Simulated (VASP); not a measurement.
Crystal: BAs.

```
CELL_PARAMETERS angstrom
0.00000 2.39187 2.39187
2.39187 0.00000 2.39187
2.39187 2.39187 0.00000
ATOMIC_POSITIONS crystal
B 0.00000 0.00000 0.00000
As 0.25000 0.25000 0.25000
```

Base run:

- Program: VASP 6.6.1
- Functional: HF
- Potentials or basis: VASP PAW PBE potentials, release 64 (B, As)
- Cutoff: 520 eV
- k mesh: 6 × 6 × 6
- Occupations: gaussian, width 0.01 eV
- Spin: no spin polarisation

Its results: band gap on the k mesh 7.60 eV (least direct gap 10.16 eV); pressure 1.5 GPa.

The run is repeated on the same cell with these changes: functional from HF to HSE06; share of exact exchange from 1 to 0.25. What comes out?

Band gap on the k mesh 1.95 eV (least direct gap 4.11 eV); pressure -1.2 GPa.

Caveats: the PAW data sets were made with another functional, which shifts forces and pressure a little.

A k mesh can miss the band edges.
